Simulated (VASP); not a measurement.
# GaSb (I-4m2) in VASP: a series of runs

Runs on GaSb. Level: PBE-based screened hybrid with 25 % exact exchange. Tasks: single point.

All numbers are computed with VASP 6.6.1; they aren't measurements. Logs are shortened: lines on timing, memory, paths and dates and some standing lists are left out, and cuts for length are marked.

### Step 1. The cell of the first run

It takes space group I-4m2 (No. 119, tetragonal). The conventional cell has a = 5.507 Å, b = 5.507 Å, c = 3.181 Å, α = 90.00°, β = 90.00°, γ = 90.00°. Within 3.8 Å of Sb (site symmetry -4m2) lie 8 Ga at 2.87 to 3.64 Å and 2 Sb at 3.18 Å. Ga (site symmetry -4m2) has 8 Sb at 2.87 to 3.64 Å and 2 Ga at 3.18 Å within 3.8 Å.

### Step 2. Single point, PBE-based screened hybrid with 25 % exact exchange

POSCAR reads:

```
GaSb
1.0
   -2.7534340000      2.7534340000      1.5907070000
    2.7534340000     -2.7534340000      1.5907070000
    2.7534340000      2.7534340000     -1.5907070000
Sb Ga
1 1
Direct
    0.0000000000      0.0000000000      0.0000000000
    0.7500000000      0.2500000000      0.5000000000
```

INCAR.step1 reads:

```
SYSTEM = GaSb
ALGO = Normal
EDIFF = 1E-5
ENCUT = 520
GGA = PE
ISIF = 2
ISMEAR = -1
LASPH = .TRUE.
LREAL = .FALSE.
LUSENCCL = .FALSE.
LWAVE = .TRUE.
NBANDS = 16
NELM = 80
PREC = Accurate
SIGMA = 0.05
```

INCAR.step2 reads:

```
SYSTEM = GaSb
AEXX = 0.25
ALGO = Normal
EDIFF = 1E-6
ENCUT = 520
GGA = PE
HFSCREEN = 0.2
ISIF = 2
ISMEAR = -1
ISTART = 1
LASPH = .TRUE.
LCHARG = .TRUE.
LELF = .TRUE.
LHFCALC = .TRUE.
LREAL = .FALSE.
LUSENCCL = .FALSE.
LVHAR = .TRUE.
LWAVE = .FALSE.
NBANDS = 16
NELM = 80
PREC = Accurate
PRECFOCK = Normal
SIGMA = 0.05
```

KPOINTS reads:

```
k-points
0
G
  5 5 5
  0 0 0
```

Potentials or basis: VASP PAW PBE potentials, release 64 (Sb, Ga_d).

Launch:

```
cat potpaw_PBE.64/Sb/POTCAR potpaw_PBE.64/Ga_d/POTCAR > POTCAR
cp INCAR.step1 INCAR
mpirun -np 1 vasp_std > vasp.out
cp INCAR.step2 INCAR
mpirun -np 1 vasp_std > vasp.out
```

OUTCAR:

```text
SYSTEM = GaSb
   AEXX = 0.25
   EDIFF = 1E-6
   ENCUT = 520
   GGA = PE
   HFSCREEN = 0.2
   ISIF = 2
   ISMEAR = -1
   ISTART = 1
   LASPH = .TRUE.
   LHFCALC = .TRUE.
   LREAL = .FALSE.
   NELM = 80
   PREC = Accurate
   PRECFOCK = Normal

 ion  position               nearest neighbor table
   1  0.000  0.000  0.000-   2 2.87   2 2.87   2 2.87   2 2.87
   2  0.750  0.250  0.500-   1 2.87   1 2.87   1 2.87   1 2.87

  LATTYP: Found a body centered tetragonal cell.
 ALAT       =     5.5068680000
 C/A-ratio  =     0.5777174975

  Lattice vectors:

 A1 = (  -2.7534340000,   2.7534340000,   1.5907070000)
 A2 = (   2.7534340000,  -2.7534340000,   1.5907070000)
 A3 = (   2.7534340000,   2.7534340000,  -1.5907070000)

Analysis of symmetry for initial positions (statically):
=====================================================================
 Subroutine PRICEL returns:
 Original cell was already a primitive cell.

 Routine SETGRP: Setting up the symmetry group for a
 body centered tetragonal supercell.

 Subroutine GETGRP returns: Found  8 space group operations
 (whereof  8 operations were pure point group operations)
 out of a pool of 16 trial point group operations.

The static configuration has the point symmetry D_2d.

Analysis of symmetry for dynamics (positions and initial velocities):
=====================================================================
 Subroutine PRICEL returns:
 Original cell was already a primitive cell.

 Routine SETGRP: Setting up the symmetry group for a
 body centered tetragonal supercell.

 Subroutine GETGRP returns: Found  8 space group operations
 (whereof  8 operations were pure point group operations)
 out of a pool of 16 trial point group operations.

The dynamic configuration has the point symmetry D_2d.

 Subroutine INISYM returns: Found  8 space group operations
 (whereof  8 operations are pure point group operations),
 and found     1 'primitive' translations

----------------------------------------------------------------------------------------

                                     Primitive cell

  volume of cell :      48.2391

  direct lattice vectors                    reciprocal lattice vectors
    -2.753434000  2.753434000  1.590707000     0.000000000  0.181591424  0.314325643
     2.753434000 -2.753434000  1.590707000     0.181591424  0.000000000  0.314325643
     2.753434000  2.753434000 -1.590707000     0.181591424  0.181591424  0.000000000

  length of vectors
     4.206322187  4.206322187  4.206322187     0.363009717  0.363009717  0.256809054

  position of ions in fractional coordinates (direct lattice)
     0.000000000  0.000000000  0.000000000
     0.750000000  0.250000000  0.500000000

  ion indices of the primitive-cell ions
   primitive index   ion index
                 1           1
                 2           2

----------------------------------------------------------------------------------------

 KPOINTS: k-points

Automatic generation of k-mesh.
 Grid dimensions read from file:
 generate k-points for:    5    5    5

 Generating k-lattice:

  Cartesian coordinates                     Fractional coordinates (reciprocal lattice)
     0.000000000  0.036318285  0.062865129     0.200000000  0.000000000 -0.000000000
     0.036318285  0.000000000  0.062865129     0.000000000  0.200000000 -0.000000000
     0.036318285  0.036318285  0.000000000     0.000000000  0.000000000  0.200000000

  Length of vectors
     0.072601943  0.072601943  0.051361811

  Shift w.r.t. Gamma in fractional coordinates (k-lattice)
     0.000000000  0.000000000  0.000000000

 Subroutine IBZKPT returns following result:
 ===========================================

 Found     18 irreducible k-points:

 Following reciprocal coordinates:
            Coordinates               Weight
  0.000000  0.000000  0.000000      1.000000
  0.200000  0.000000  0.000000      8.000000
  0.400000  0.000000  0.000000      8.000000
  0.200000  0.200000  0.000000      8.000000
  0.400000  0.200000  0.000000     16.000000
 -0.400000  0.200000  0.000000     16.000000
[... 10 lines left out ...]
 -0.400000  0.400000  0.400000      4.000000
 -0.400000 -0.400000  0.400000      2.000000
   k-points           NKPTS =     18   k-points in BZ     NKDIM =    125   number of bands    NBANDS=     16
   number of dos      NEDOS =    301   number of ions     NIONS =      2
   total plane-waves  NPLWV =  32768
   dimension x,y,z NGX =    32 NGY =   32 NGZ =   32
   dimension x,y,z NGXF=    64 NGYF=   64 NGZF=   64
   ions per type =               1   1
   NGX,Y,Z   is equivalent  to a cutoff of  12.65, 12.65, 12.65 a.u.
   NGXF,Y,Z  is equivalent  to a cutoff of  25.29, 25.29, 25.29 a.u.
 SYSTEM =  GaSb
   PREC   = accura    normal or accurate (medium, high low for compatibility)
   ISTART =      1    job   : 0-new  1-cont  2-samecut
   ICHARG =      0    charge: 1-file 2-atom 10-const
   ISPIN  =      1    spin polarized calculation?
   LNONCOLLINEAR =      F non collinear calculations
   LSORBIT =      F    spin-orbit coupling
   LASPH  =      T    aspherical Exc in radial PAW
   ENCUT  =  520.0 eV  38.22 Ry    6.18 a.u.   7.82  7.82  7.82*2*pi/ulx,y,z
   NELM   =     80;   NELMIN=  2; NELMDL=  0     # of ELM steps
   EDIFF  = 0.1E-05   stopping-criterion for ELM
   LREAL  =      F    real-space projection
   EDIFFG = 0.1E-04   stopping-criterion for IOM
   NSW    =      0    number of steps for IOM
   IBRION =     -1    ionic relax: 0-MD 1-quasi-New 2-CG
   NFREE  =      0    steps in history (QN), initial steepest desc. (CG)
   ISIF   =      2    stress and relaxation
   ISYM   =      3    0-nonsym 1-usesym 2-fastsym
   POTIM  = 0.5000    time-step for ionic-motion
   TEBEG  =    0.0;   TEEND  =   0.0 temperature during run
   PSTRESS=    0.0 pullay stress
   NELECT =      18.0000    total number of electrons
   NUPDOWN=      -1.0000    fix difference up-down
   EMIN   =  10.00;   EMAX   =-10.00  energy-range for DOS
   EFERMI =   0.00;   METHOD = LEGACY
   ISMEAR =    -1;   SIGMA  =   0.05  broadening in eV -4-tet -1-fermi 0-gaus
   EFERMI_NEDOS =   21; number of points for ismear=-14 and -15
   IALGO  =     38    algorithm
   IMIX   =      1    mixing-type and parameters
     AMIX     =   0.40;   BMIX     =  1.00
     AMIX_MAG =   1.60;   BMIX_MAG =  1.00
  volume/ion in A,a.u.               =      24.12       162.77
  Fermi-wavevector in a.u.,A,eV,Ry     =   1.178598  2.227228 18.899772  1.389094
  Thomas-Fermi vector in A             =   2.314924
   LORBIT       =      0    0 simple, 1 ext, 2 COOP (PROOUT), +10 PAW based schemes
   GGA     = PE    functional components
   LHFCALC =     T    Hartree Fock is set to
   PRECFOCK=normal    Normal, Fast or Accurate (Low or Medium for compatibility)
   ENCUT4O =  -1.0   cutoff for four orbital integrals eV
   NKREDX  =     1    reduce k-point grid by
   NKREDY  =     1    reduce k-point grid by
   NKREDZ  =     1    reduce k-point grid by
   AEXX    =    0.2500 exact exchange contribution
   HFSCREEN=    0.2000 screening length (either q_TF or 0.3 A-1)
   HFSCREENC=   0.2000 screening length for correlation (either q_TF or 0.3 A-1)
   ENCUTFOCK=  -1.0 apply spherical cutoff to Coloumb kernel
   IVDW    =     0    specifies the selected vdW correction
   LEPSILON=     F    determine dielectric tensor
   LRPA    =     F    only Hartree local field effects (RPA)
 non-spin polarized calculation
  energy-cutoff  :      520.00
  volume of cell :       48.24
 maximum number of plane-waves:      1311
  NGX = 24; NGY = 24; NGZ = 24

 number of electron      17.9999994 magnetization

 Free energy of the ion-electron system (eV)
  ---------------------------------------------------
  ext. energy  EPLUGINS =         0.00000000
  ---------------------------------------------------
  free energy    TOTEN  =        -8.24935428 eV

  energy without entropy =       -8.23886144  energy(sigma->0) =       -8.24410786

 E-fermi :   6.6874     XC(G=0):  -8.4737

 val. band max:        6.3791412924   @ k =   0.4000   0.4000   0.0000
 cond. band min:       6.7771621176   @ k =   0.4000   0.2000   0.0000
 fundamental gap:      0.3980208252
 Fermi energy:         6.6874358707

 k-point     1 :       0.0000    0.0000    0.0000
  band No.  band energies     occupation
      1     -11.3742      2.00000
      2     -11.2907      2.00000
      3     -11.2743      2.00000
      4     -11.2668      2.00000
      5     -11.2668      2.00000
      6      -6.9498      2.00000
[... 8 lines left out ...]
     15      16.9102      0.00000
     16      17.8326      0.00000

 k-point     2 :       0.2000    0.0000    0.0000
  band No.  band energies     occupation
      1     -11.3312      2.00000
      2     -11.2952      2.00000
      3     -11.2855      2.00000
      4     -11.2836      2.00000
      5     -11.2668      2.00000
      6      -6.1096      2.00000
[... 8 lines left out ...]
     15      15.1270      0.00000
     16      16.8526      0.00000

 k-point     3 :       0.4000    0.0000    0.0000
  band No.  band energies     occupation
      1     -11.3203      2.00000
      2     -11.3154      2.00000
      3     -11.2973      2.00000
      4     -11.2578      2.00000
      5     -11.2550      2.00000
      6      -3.7648      2.00000
[... 8 lines left out ...]
     15      15.8047      0.00000
     16      18.8484      0.00000

 k-point     4 :       0.2000    0.2000    0.0000
  band No.  band energies     occupation
      1     -11.3177      2.00000
      2     -11.3145      2.00000
      3     -11.2972      2.00000
      4     -11.2601      2.00000
      5     -11.2564      2.00000
      6      -4.0933      2.00000
[... 8 lines left out ...]
     15      15.5180      0.00000
     16      16.1913      0.00000
[... 210 lines left out ...]
 k-point    16 :      -0.2000   -0.2000    0.2000
  band No.  band energies     occupation
      1     -11.3142      2.00000
      2     -11.3142      2.00000
      3     -11.2988      2.00000
      4     -11.2617      2.00000
      5     -11.2589      2.00000
      6      -4.4458      2.00000
[... 8 lines left out ...]
     15      18.2112      0.00000
     16      18.2112      0.00000

 k-point    17 :      -0.4000    0.4000    0.4000
  band No.  band energies     occupation
      1     -11.3695      2.00000
      2     -11.3451      2.00000
      3     -11.2617      2.00000
      4     -11.2615      2.00000
      5     -11.2505      2.00000
      6      -4.3982      2.00000
[... 8 lines left out ...]
     15      19.0533      0.00000
     16      19.5931      0.00000

 k-point    18 :      -0.4000   -0.4000    0.4000
  band No.  band energies     occupation
      1     -11.3421      2.00000
      2     -11.3255      2.00000
      3     -11.2812      2.00000
      4     -11.2812      2.00000
      5     -11.2478      2.00000
      6      -3.4772      2.00000
[... 8 lines left out ...]
     15      18.9897      0.00000
     16      19.8968      0.00000

------------------------ aborting loop because EDIFF is reached ----------------------------------------

  FORCE on cell =-STRESS in cart. coord.  units (eV):
  Direction    XX          YY          ZZ          XY          YZ          ZX
  --------------------------------------------------------------------------------------
  -------------------------------------------------------------------------------------
  Total       -0.7295596     -0.7295596     -0.4672342      0.0000000      0.0000000      0.0000000
  in kB      -24.2310277    -24.2310277    -15.5183538      0.0000000      0.0000000      0.0000000
  external PRESSURE =     -21.3268030 kB  Pullay stress =       0.0000000 kB

 VOLUME and BASIS-vectors are now :
 -----------------------------------------------------------------------------
  energy-cutoff  :      520.00
  volume of cell :       48.24
      direct lattice vectors                 reciprocal lattice vectors
    -2.753434000  2.753434000  1.590707000     0.000000000  0.181591424  0.314325643
     2.753434000 -2.753434000  1.590707000     0.181591424  0.000000000  0.314325643
     2.753434000  2.753434000 -1.590707000     0.181591424  0.181591424  0.000000000

 POSITION                                       TOTAL-FORCE (eV/Angst)
 -----------------------------------------------------------------------------------
      0.00000      0.00000      0.00000        -0.000000      0.000000      0.000000
      0.00000      2.75343      0.79535         0.000000     -0.000000     -0.000000
 -----------------------------------------------------------------------------------
    total drift:                                0.000000      0.000001     -0.000000

  FREE ENERGIE OF THE ION-ELECTRON SYSTEM (eV)
  ---------------------------------------------------
  free  energy   TOTEN  =        -8.2493542789 eV

  energy  without entropy=       -8.2388614402  energy(sigma->0) =       -8.24410786
```

Wall time 17 min (1 × NVIDIA H100 80GB with 1 thread of AMD EPYC 7R13 (Zen 3), shared host); peak memory 1.2 GiB.

What came out:

| Quantity | Value |
| --- | --- |
| Free energy | -8.2494 eV |
| Pressure | -2.1 GPa |
| Band gap on the k mesh | zero (bands 9 and 10 overlap by 3.00 eV) |

Stress tensor (GPa, compression positive):
```
-2.42  0.00  0.00
 0.00 -2.42  0.00
 0.00  0.00 -1.55
```

Levels at points of the mesh, in eV from the Fermi level:
| k point | band 7 | band 8 | band 9 | band 10 | band 11 | band 12 |
| --- | --- | --- | --- | --- | --- | --- |
| (0.00, 0.00, 0.00) | -3.28 | -2.47 | -2.47 | 3.51 | 5.39 | 7.72 |

Caveat: the k points lie up to 0.46 Å⁻¹ apart, too coarse for converged energies and pressures of a metal; the PAW data sets were made with another functional, which shifts forces and pressure a little; spin-orbit coupling is left out, which moves the levels of the heavy elements.

### Step 3. Single point, PBE-based screened hybrid with 25 % exact exchange

POSCAR is that of step 2.

INCAR.step1 reads:

```
SYSTEM = GaSb
PREC = Accurate
ENCUT = 520
EDIFF = 1E-5
ISMEAR = -1
SIGMA = 0.05
LREAL = .FALSE.
LASPH = .TRUE.
NELM = 60
ALGO = Normal
ISIF = 2
LWAVE = .TRUE.
LCHARG = .FALSE.
NBANDS = 16
GGA = PE
LUSENCCL = .FALSE.
```

INCAR.step2 reads:

```
SYSTEM = GaSb
PREC = Accurate
ENCUT = 520
EDIFF = 1E-7
ISMEAR = -1
SIGMA = 0.05
LREAL = .FALSE.
LASPH = .TRUE.
NELM = 60
ALGO = Normal
ISIF = 2
LWAVE = .FALSE.
LCHARG = .FALSE.
GGA = PE
LHFCALC = .TRUE.
AEXX = 0.25
HFSCREEN = 0.3
PRECFOCK = Normal
NBANDS = 16
ISTART = 1
LUSENCCL = .FALSE.
```

KPOINTS reads:

```
Automatic mesh
0
G
  5 5 5
  0 0 0
```

Potentials or basis: VASP PAW PBE potentials, release 64 (Sb, Ga_d).

Launch:

```
cat potpaw_PBE.64/Sb/POTCAR potpaw_PBE.64/Ga_d/POTCAR > POTCAR
cp INCAR.step1 INCAR
mpirun -np 1 vasp_std > vasp.out
cp INCAR.step2 INCAR
mpirun -np 1 vasp_std > vasp.out
```

Run time: 17 min. Hardware: 1 × NVIDIA H100 80GB with 1 thread of AMD EPYC 7R13 (Zen 3), shared host; peak memory 1.2 GiB.

The run converged. Its results:

```yaml
Free_energy: -7.9666 eV
Pressure: -1.8 GPa
Band_gap_on_the_k_mesh: zero (bands 9 and 10 overlap by 2.92 eV)
```

Stress tensor (GPa, compression positive):
```
-2.07  0.00  0.00
 0.00 -2.07  0.00
 0.00  0.00 -1.28
```

Levels at points of the mesh, in eV from the Fermi level:
| k point | band 5 | band 6 | band 7 | band 8 | band 9 | band 10 | band 11 | band 12 | band 13 | band 14 |
| --- | --- | --- | --- | --- | --- | --- | --- | --- | --- | --- |
| (0.00, 0.00, 0.00) | -17.73 | -13.40 | -3.20 | -2.35 | -2.35 | 3.45 | 5.25 | 7.58 | 7.58 | 7.98 |

Caveat: the k points lie up to 0.46 Å⁻¹ apart, too coarse for converged energies and pressures of a metal; the PAW data sets were made with another functional, which shifts forces and pressure a little; spin-orbit coupling is left out, which moves the levels of the heavy elements.

### Step 4. Single point, PBE-based screened hybrid with 25 % exact exchange

POSCAR is that of step 3.

INCAR.step1: that of step 3 with these lines changed.

```diff
@@ -8,3 +8,3 @@
 LASPH = .TRUE.
-NELM = 60
+NELM = 80
 ALGO = Normal
@@ -13,4 +13,4 @@
 LCHARG = .FALSE.
+GGA = PE
 NBANDS = 16
-GGA = PE
 LUSENCCL = .FALSE.
```

INCAR.step2 reads:

```
SYSTEM = GaSb
PREC = Accurate
ENCUT = 520
EDIFF = 1E-6
ISMEAR = -1
SIGMA = 0.05
LREAL = .FALSE.
LASPH = .TRUE.
NELM = 80
ALGO = Normal
ISIF = 2
LWAVE = .FALSE.
LCHARG = .FALSE.
GGA = PE
LHFCALC = .TRUE.
AEXX = 0.25
HFSCREEN = 0.4
PRECFOCK = Normal
ISTART = 1
NBANDS = 16
LUSENCCL = .FALSE.
```

KPOINTS reads:

```
regular mesh
0
G
  5 5 5
  0 0 0
```

Launch:

```
cat potpaw_PBE.64/Sb/POTCAR potpaw_PBE.64/Ga_d/POTCAR > POTCAR
cp INCAR.step1 INCAR
mpirun -np 1 vasp_std > vasp.out
cp INCAR.step2 INCAR
mpirun -np 1 vasp_std > vasp.out
```

It took 20 min on 1 × NVIDIA H100 80GB with 1 thread of AMD EPYC 7R13 (Zen 3), shared host; peak memory 1.2 GiB.

Results (log left out):

```yaml
Free_energy: -7.7450 eV
Pressure: -1.4 GPa
Band_gap_on_the_k_mesh: zero (bands 9 and 10 overlap by 2.86 eV)
```

Stress tensor (GPa, compression positive):
```
-1.64  0.00  0.00
 0.00 -1.64  0.00
 0.00  0.00 -0.94
```

Levels at points of the mesh, in eV from the Fermi level:
```tsv
k point	band 7	band 8	band 9	band 10	band 11	band 12
(0.00, 0.00, 0.00)	-3.15	-2.27	-2.27	3.40	5.14	7.46
```

Caveat: the k points lie up to 0.46 Å⁻¹ apart, too coarse for converged energies and pressures of a metal; the PAW data sets were made with another functional, which shifts forces and pressure a little; spin-orbit coupling is left out, which moves the levels of the heavy elements.

### Step 5. Single point, PBE-based screened hybrid with 25 % exact exchange

POSCAR is that of step 4.

INCAR.step1 reads:

```
  PREC = Accurate
  ENCUT = 520
  EDIFF = 1E-5
  ISMEAR = -1
  SIGMA = 0.05
  LREAL = False
  LASPH = True
  NELM = 100
  ALGO = Normal
  ISIF = 2
  LWAVE = True
  GGA = PE
  NBANDS = 16
  LUSENCCL = False
```

INCAR.step2 reads:

```
  PREC = Accurate
  ENCUT = 520
  EDIFF = 1E-6
  ISMEAR = -1
  SIGMA = 0.05
  LREAL = False
  LASPH = True
  NELM = 100
  ALGO = Normal
  ISIF = 2
  LWAVE = False
  LCHARG = True
  GGA = PE
  LHFCALC = True
  AEXX = 0.25
  HFSCREEN = 0.6
  PRECFOCK = Normal
  LELF = True
  LVHAR = True
  ISTART = 1
  NBANDS = 16
  LUSENCCL = False
```

KPOINTS reads:

```
Automatic mesh
0
Gamma
  5 5 5
```

Launch:

```
cat potpaw_PBE.64/Sb/POTCAR potpaw_PBE.64/Ga_d/POTCAR > POTCAR
cp INCAR.step1 INCAR
mpirun -np 1 vasp_std > vasp.out
cp INCAR.step2 INCAR
mpirun -np 1 vasp_std > vasp.out
```

Run time: 33 min. Hardware: 1 × NVIDIA H100 80GB with 1 thread of AMD EPYC 7R13 (Zen 3), shared host; peak memory 1.2 GiB.

The run converged. Its results:

* Free energy: -7.4318 eV
* Pressure: -0.8 GPa
* Band gap on the k mesh: zero (bands 9 and 10 overlap by 2.78 eV)

Stress tensor (GPa, compression positive):
```
-0.94  0.00  0.00
 0.00 -0.94  0.00
 0.00  0.00 -0.45
```

Levels at points of the mesh, in eV from the Fermi level:
```csv
k point,band 5,band 6,band 7,band 8,band 9,band 10,band 11,band 12,band 13,band 14
"(0.00, 0.00, 0.00)",-17.14,-12.75,-3.10,-2.16,-2.16,3.34,5.02,7.30,7.30,7.69
```

Caveat: the k points lie up to 0.46 Å⁻¹ apart, too coarse for converged energies and pressures of a metal; the PAW data sets were made with another functional, which shifts forces and pressure a little; spin-orbit coupling is left out, which moves the levels of the heavy elements.

### Step 6. Overview

| screening parameter | gap on the mesh (eV) | pressure (GPa) |
| --- | --- | --- |
| 0.2 1/Å | none | -2.1 |
| 0.3 1/Å | none | -1.8 |
| 0.4 1/Å | none | -1.4 |
| 0.6 1/Å | none | -0.8 |

Alike in all rows: task single point; level PBE-based screened hybrid with 25 % exact exchange; potentials or basis VASP PAW PBE potentials, release 64 (Sb, Ga_d); no spin polarisation; cell as given; k mesh 5 × 5 × 5; cutoff (eV) 520; smearing fermi-dirac 0.05 eV.

Caveats: all runs use coarse meshes; the PAW data sets were made with another functional, which shifts forces and pressure a little; spin-orbit coupling is left out, which moves the levels of the heavy elements.

Total energies depend on the potentials used, so only differences within one code and one set of settings carry meaning.
